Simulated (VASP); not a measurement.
# InSb3 in VASP: a series of runs

The runs below take InSb3 through single point, with LDA.

Everything below comes from runs of VASP 6.6.1. Logs are shortened: lines on timing, memory, paths and dates and some standing lists are left out, and cuts for length are marked.

## Step 1: The cell of the first run

Symmetry: Fm-3m, No. 225, cubic system. The conventional cell has a = 7.589 Å, b = 7.589 Å, c = 7.589 Å, α = 90.00°, β = 90.00°, γ = 90.00°. In (site symmetry m-3m) has 14 Sb at 3.29 to 3.79 Å within 4.3 Å. Sb (site symmetry -43m) has 4 In at 3.29 Å and 10 Sb at 3.29 to 3.79 Å within 4.3 Å. Sb (site symmetry m-3m) has 8 Sb at 3.29 Å and 6 In at 3.79 Å within 4.3 Å.

## Step 2: Single point, LDA

INCAR

```
ALGO = Normal
EDIFF = 1E-6
ENCUT = 500
GGA_COMPAT = F
ISIF = 2
ISMEAR = -1
LASPH = T
LCHARG = F
LREAL = F
LWAVE = F
NBANDS = 22
NELM = 120
PREC = Accurate
SIGMA = 0.02
```

KPOINTS

```
k-points
0
Gamma
  4 4 4
```

POSCAR

```
InSb3
1.0
    0.0000000000      3.7945550000      3.7945550000
    3.7945550000      0.0000000000      3.7945550000
    3.7945550000      3.7945550000      0.0000000000
In Sb
1 3
Direct
    0.0000000000      0.0000000000      0.0000000000
    0.2500000000      0.2500000000      0.2500000000
    0.7500000000      0.7500000000      0.7500000000
    0.5000000000      0.5000000000      0.5000000000
```

Potentials or basis: VASP PAW LDA potentials, release 64 (In_d, Sb).

Run with:

```bash
$ cat potpaw_LDA.64/In_d/POTCAR potpaw_LDA.64/Sb/POTCAR > POTCAR
$ mpirun -np 1 vasp_std > vasp.out
```

OUTCAR:

```text
EDIFF = 1E-6
   ENCUT = 500
   ISIF = 2
   ISMEAR = -1
   LASPH = T
   LREAL = F
   NELM = 120
   PREC = Accurate

 ion  position               nearest neighbor table
   1  0.000  0.000  0.000-   2 3.29   3 3.29   3 3.29   3 3.29   3 3.29   2 3.29   2 3.29   2 3.29
                             4 3.79   4 3.79   4 3.79   4 3.79   4 3.79   4 3.79
   2  0.250  0.250  0.250-   1 3.29   4 3.29   1 3.29   1 3.29   1 3.29   4 3.29   4 3.29   4 3.29

   3  0.750  0.750  0.750-   1 3.29   4 3.29   4 3.29   4 3.29   4 3.29   1 3.29   1 3.29   1 3.29

   4  0.500  0.500  0.500-   2 3.29   3 3.29   2 3.29   2 3.29   2 3.29   3 3.29   3 3.29   3 3.29
                             1 3.79   1 3.79   1 3.79   1 3.79   1 3.79   1 3.79

  LATTYP: Found a face centered cubic cell.
 ALAT       =     7.5891100000

  Lattice vectors:

 A1 = (   0.0000000000,   3.7945550000,   3.7945550000)
 A2 = (   3.7945550000,   0.0000000000,   3.7945550000)
 A3 = (   3.7945550000,   3.7945550000,   0.0000000000)

Analysis of symmetry for initial positions (statically):
=====================================================================
 Subroutine PRICEL returns:
 Original cell was already a primitive cell.

 Routine SETGRP: Setting up the symmetry group for a
 face centered cubic supercell.

 Subroutine GETGRP returns: Found 48 space group operations
 (whereof 48 operations were pure point group operations)
 out of a pool of 48 trial point group operations.

The static configuration has the point symmetry O_h .

Analysis of symmetry for dynamics (positions and initial velocities):
=====================================================================
 Subroutine PRICEL returns:
 Original cell was already a primitive cell.

 Routine SETGRP: Setting up the symmetry group for a
 face centered cubic supercell.

 Subroutine GETGRP returns: Found 48 space group operations
 (whereof 48 operations were pure point group operations)
 out of a pool of 48 trial point group operations.

The dynamic configuration has the point symmetry O_h .

 Subroutine INISYM returns: Found 48 space group operations
 (whereof 48 operations are pure point group operations),
 and found     1 'primitive' translations

----------------------------------------------------------------------------------------

                                     Primitive cell

  volume of cell :     109.2729

  direct lattice vectors                    reciprocal lattice vectors
     0.000000000  3.794555000  3.794555000    -0.131767757  0.131767757  0.131767757
     3.794555000  0.000000000  3.794555000     0.131767757 -0.131767757  0.131767757
     3.794555000  3.794555000  0.000000000     0.131767757  0.131767757 -0.131767757

  length of vectors
     5.366311144  5.366311144  5.366311144     0.228228449  0.228228449  0.228228449

  position of ions in fractional coordinates (direct lattice)
     0.000000000  0.000000000  0.000000000
     0.250000000  0.250000000  0.250000000
     0.750000000  0.750000000  0.750000000
     0.500000000  0.500000000  0.500000000

  ion indices of the primitive-cell ions
   primitive index   ion index
                 1           1
                 2           2
                 3           3
                 4           4

----------------------------------------------------------------------------------------

 KPOINTS: k-points

Automatic generation of k-mesh.
 Grid dimensions read from file:
 generate k-points for:    4    4    4

 Generating k-lattice:

  Cartesian coordinates                     Fractional coordinates (reciprocal lattice)
    -0.032941939  0.032941939  0.032941939     0.250000000  0.000000000  0.000000000
     0.032941939 -0.032941939  0.032941939     0.000000000  0.250000000  0.000000000
     0.032941939  0.032941939 -0.032941939     0.000000000  0.000000000  0.250000000

  Length of vectors
     0.057057112  0.057057112  0.057057112

  Shift w.r.t. Gamma in fractional coordinates (k-lattice)
     0.000000000  0.000000000  0.000000000

 Subroutine IBZKPT returns following result:
 ===========================================

 Found      8 irreducible k-points:

 Following reciprocal coordinates:
            Coordinates               Weight
  0.000000  0.000000  0.000000      1.000000
  0.250000  0.000000  0.000000      8.000000
  0.500000  0.000000  0.000000      4.000000
  0.250000  0.250000  0.000000      6.000000
  0.500000  0.250000  0.000000     24.000000
 -0.250000  0.250000  0.000000     12.000000
  0.500000  0.500000  0.000000      3.000000
 -0.250000  0.500000  0.250000      6.000000
   k-points           NKPTS =      8   k-points in BZ     NKDIM =      8   number of bands    NBANDS=     22
   number of dos      NEDOS =    301   number of ions     NIONS =      4
   total plane-waves  NPLWV =  64000
   dimension x,y,z NGX =    40 NGY =   40 NGZ =   40
   dimension x,y,z NGXF=    80 NGYF=   80 NGZF=   80
   ions per type =               1   3
   NGX,Y,Z   is equivalent  to a cutoff of  12.39, 12.39, 12.39 a.u.
   NGXF,Y,Z  is equivalent  to a cutoff of  24.78, 24.78, 24.78 a.u.
 SYSTEM =  unknown system
   PREC   = accura    normal or accurate (medium, high low for compatibility)
   ISTART =      0    job   : 0-new  1-cont  2-samecut
   ICHARG =      2    charge: 1-file 2-atom 10-const
   ISPIN  =      1    spin polarized calculation?
   LNONCOLLINEAR =      F non collinear calculations
   LSORBIT =      F    spin-orbit coupling
   LASPH  =      T    aspherical Exc in radial PAW
   ENCUT  =  500.0 eV  36.75 Ry    6.06 a.u.   9.78  9.78  9.78*2*pi/ulx,y,z
   NELM   =    120;   NELMIN=  2; NELMDL= -5     # of ELM steps
   EDIFF  = 0.1E-05   stopping-criterion for ELM
   LREAL  =      F    real-space projection
   EDIFFG = 0.1E-04   stopping-criterion for IOM
   NSW    =      0    number of steps for IOM
   IBRION =     -1    ionic relax: 0-MD 1-quasi-New 2-CG
   NFREE  =      0    steps in history (QN), initial steepest desc. (CG)
   ISIF   =      2    stress and relaxation
   ISYM   =      2    0-nonsym 1-usesym 2-fastsym
   POTIM  = 0.5000    time-step for ionic-motion
   TEBEG  =    0.0;   TEEND  =   0.0 temperature during run
   PSTRESS=    0.0 pullay stress
   NELECT =      28.0000    total number of electrons
   NUPDOWN=      -1.0000    fix difference up-down
   EMIN   =  10.00;   EMAX   =-10.00  energy-range for DOS
   EFERMI =   0.00;   METHOD = LEGACY
   ISMEAR =    -1;   SIGMA  =   0.02  broadening in eV -4-tet -1-fermi 0-gaus
   EFERMI_NEDOS =   21; number of points for ismear=-14 and -15
   IALGO  =     38    algorithm
   IMIX   =      4    mixing-type and parameters
     AMIX     =   0.40;   BMIX     =  1.00
     AMIX_MAG =   1.60;   BMIX_MAG =  1.00
  volume/ion in A,a.u.               =      27.32       184.35
  Fermi-wavevector in a.u.,A,eV,Ry     =   1.039816  1.964968 14.710866  1.081218
  Thomas-Fermi vector in A             =   2.174364
   LORBIT       =      0    0 simple, 1 ext, 2 COOP (PROOUT), +10 PAW based schemes
   GGA     = CA    functional components
   LHFCALC =     F    Hartree Fock is set to
   AEXX    =    0.0000 exact exchange contribution
   IVDW    =     0    specifies the selected vdW correction
   LEPSILON=     F    determine dielectric tensor
   LRPA    =     F    only Hartree local field effects (RPA)
 non-spin polarized calculation
  energy-cutoff  :      500.00
  volume of cell :      109.27
 maximum number of plane-waves:      2788
   NGX = 19   NGY = 19   NGZ = 19

 number of electron      27.9999991 magnetization

 Free energy of the ion-electron system (eV)
  ---------------------------------------------------
  ext. energy  EPLUGINS =         0.00000000
  ---------------------------------------------------
  free energy    TOTEN  =       -16.74821333 eV

  energy without entropy =      -16.72842999  energy(sigma->0) =      -16.73832166

 E-fermi :   7.7809     XC(G=0): -10.3204

 val. band max:        7.7588486205   @ k =   0.2500   0.0000   0.0000
 cond. band min:       7.7861249708   @ k =   0.5000   0.2500   0.0000
 fundamental gap:      0.0272763503
 Fermi energy:         7.7809082085

 k-point     1 :       0.0000    0.0000    0.0000
  band No.  band energies     occupation
      1      -6.6402      2.00000
      2      -6.6402      2.00000
      3      -6.6402      2.00000
      4      -6.6078      2.00000
      5      -6.6078      2.00000
      6      -4.4589      2.00000
[... 14 lines left out ...]
     21      14.3850      0.00000
     22      14.3850      0.00000

 k-point     2 :       0.2500    0.0000    0.0000
  band No.  band energies     occupation
      1      -6.6479      2.00000
      2      -6.6372      2.00000
      3      -6.6372      2.00000
      4      -6.6087      2.00000
      5      -6.6087      2.00000
      6      -4.0042      2.00000
[... 14 lines left out ...]
     21      12.8008      0.00000
     22      13.3596      0.00000

 k-point     3 :       0.5000    0.0000    0.0000
  band No.  band energies     occupation
      1      -6.6566      2.00000
      2      -6.6348      2.00000
      3      -6.6348      2.00000
      4      -6.6089      2.00000
      5      -6.6089      2.00000
      6      -3.0113      2.00000
[... 14 lines left out ...]
     21      13.4165      0.00000
     22      16.0238      0.00000

 k-point     4 :       0.2500    0.2500    0.0000
  band No.  band energies     occupation
      1      -6.6527      2.00000
      2      -6.6343      2.00000
      3      -6.6343      2.00000
      4      -6.6133      2.00000
      5      -6.6066      2.00000
      6      -3.8512      2.00000
[... 14 lines left out ...]
     21      12.5073      0.00000
     22      12.5073      0.00000

 k-point     5 :       0.5000    0.2500    0.0000
  band No.  band energies     occupation
      1      -6.6553      2.00000
      2      -6.6371      2.00000
      3      -6.6312      2.00000
      4      -6.6154      2.00000
      5      -6.6073      2.00000
      6      -2.8720      2.00000
[... 14 lines left out ...]
     21      12.9685      0.00000
     22      14.0302      0.00000

 k-point     6 :      -0.2500    0.2500    0.0000
  band No.  band energies     occupation
      1      -6.6480      2.00000
      2      -6.6421      2.00000
      3      -6.6336      2.00000
      4      -6.6108      2.00000
      5      -6.6099      2.00000
      6      -3.2742      2.00000
[... 14 lines left out ...]
     21      13.2689      0.00000
     22      14.5513      0.00000

 k-point     7 :       0.5000    0.5000    0.0000
  band No.  band energies     occupation
      1      -6.6655      2.00000
      2      -6.6280      2.00000
      3      -6.6280      2.00000
      4      -6.6211      2.00000
      5      -6.6052      2.00000
      6      -2.2913      2.00000
[... 14 lines left out ...]
     21      12.8040      0.00000
     22      13.2147      0.00000

 k-point     8 :      -0.2500    0.5000    0.2500
  band No.  band energies     occupation
      1      -6.6477      2.00000
      2      -6.6477      2.00000
      3      -6.6280      2.00000
      4      -6.6171      2.00000
      5      -6.6080      2.00000
      6      -1.9288      2.00000
[... 14 lines left out ...]
     21      11.9159      0.00000
     22      15.5592      0.00000

------------------------ aborting loop because EDIFF is reached ----------------------------------------

  FORCE on cell =-STRESS in cart. coord.  units (eV):
  Direction    XX          YY          ZZ          XY          YZ          ZX
  --------------------------------------------------------------------------------------
  -------------------------------------------------------------------------------------
  Total       -3.6891885     -3.6891885     -3.6891885      0.0000000      0.0000000      0.0000000
  in kB      -54.0914819    -54.0914819    -54.0914819      0.0000000      0.0000000      0.0000000
  external PRESSURE =     -54.0914819 kB  Pullay stress =       0.0000000 kB

 VOLUME and BASIS-vectors are now :
 -----------------------------------------------------------------------------
  energy-cutoff  :      500.00
  volume of cell :      109.27
      direct lattice vectors                 reciprocal lattice vectors
     0.000000000  3.794555000  3.794555000    -0.131767757  0.131767757  0.131767757
     3.794555000  0.000000000  3.794555000     0.131767757 -0.131767757  0.131767757
     3.794555000  3.794555000  0.000000000     0.131767757  0.131767757 -0.131767757

 POSITION                                       TOTAL-FORCE (eV/Angst)
 -----------------------------------------------------------------------------------
      0.00000      0.00000      0.00000        -0.000000     -0.000000      0.000000
      1.89728      1.89728      1.89728         0.000000      0.000000      0.000000
      5.69183      5.69183      5.69183        -0.000000     -0.000000     -0.000000
      3.79455      3.79455      3.79455        -0.000000     -0.000000      0.000000
 -----------------------------------------------------------------------------------
    total drift:                               -0.000000      0.000000      0.000000

  FREE ENERGIE OF THE ION-ELECTRON SYSTEM (eV)
  ---------------------------------------------------
  free  energy   TOTEN  =       -16.7482133327 eV

  energy  without entropy=      -16.7284299907  energy(sigma->0) =      -16.73832166
```

It took 26 s on 1 thread of Intel Xeon 8259CL, shared host; peak memory 0.19 GiB.

What came out:

| Property | Result |
| --- | --- |
| Free energy | -16.7482 eV |
| Pressure | -5.4 GPa |
| Band gap on the k mesh | zero (bands 14 and 15 overlap by 3.50 eV) |

Caveat: the cell stands under tension; spin-orbit coupling is left out, which moves the levels of the heavy elements.

## Step 3: Single point, LDA

INCAR

```
SYSTEM = InSb3
ALGO     = Normal         ! electronic algorithm
EDIFF    = 1E-6           ! SCF threshold, eV
ENCUT    = 500            ! plane-wave cutoff, eV
GGA      = CA             ! functional
GGA_COMPAT= .FALSE.      
ISIF     = 2              ! what is computed and relaxed
ISMEAR   = -1             ! smearing method
LASPH    = .TRUE.         ! aspherical terms in the spheres
LCHARG   = .TRUE.         ! write CHGCAR
LELF     = .TRUE.         ! ELF
LREAL    = .FALSE.        ! projectors in reciprocal space
LVHAR    = .TRUE.       
LWAVE    = .FALSE.        ! write WAVECAR
NBANDS   = 22             ! bands
NELM     = 120            ! most SCF steps
PREC     = Accurate       ! precision mode
SIGMA    = 0.02           ! smearing width, eV
```

KPOINTS

```
k-points
0
G
  4 4 4
  0 0 0
```

POSCAR

```
InSb3
1.0
    0.0000000000      3.7566094500      3.8715998368
    3.7566094500      0.0000000000      3.8715998368
    3.7566094500      3.7566094500      0.0000000000
In Sb
1 3
Direct
    0.0000000000      0.0000000000      0.0000000000
    0.2500000000      0.2500000000      0.2500000000
    0.7500000000      0.7500000000      0.7500000000
    0.5000000000      0.5000000000      0.5000000000
```

Potentials or basis: VASP PAW LDA potentials, release 64 (In_d, Sb).

Run with:

```bash
$ cat potpaw_LDA.64/In_d/POTCAR potpaw_LDA.64/Sb/POTCAR > POTCAR
$ mpirun -np 1 vasp_std > vasp.out
```

Run time: 48 s. Hardware: 1 thread of Intel Xeon 8259CL, shared host; peak memory 0.21 GiB.

It converged, with:

```
Free energy            : -16.7910 eV
Pressure               : -5.4 GPa
Band gap on the k mesh : zero (bands 14 and 15 overlap by 3.59 eV)
```

Stress tensor (GPa, compression positive):
```
-6.28  0.00  0.00
 0.00 -6.28  0.00
 0.00  0.00 -3.79
```

Levels at points of the mesh, in eV from the Fermi level:
```csv
k point,band 12,band 13,band 14,band 15,band 16,band 17
"(0.00, 0.00, 0.00)",-2.49,-2.36,-2.36,-2.32,-0.87,-0.61
"(0.50, 0.00, 0.00)",-2.64,-2.56,-0.31,-0.18,1.76,2.02
"(0.50, 0.50, 0.00)",0.37,0.91,0.91,1.36,1.46,1.77
"(0.50, 0.00, 0.50)",0.19,0.62,1.02,1.04,1.50,1.74
```

Caveat: the cell stands under tension; spin-orbit coupling is left out, which moves the levels of the heavy elements.
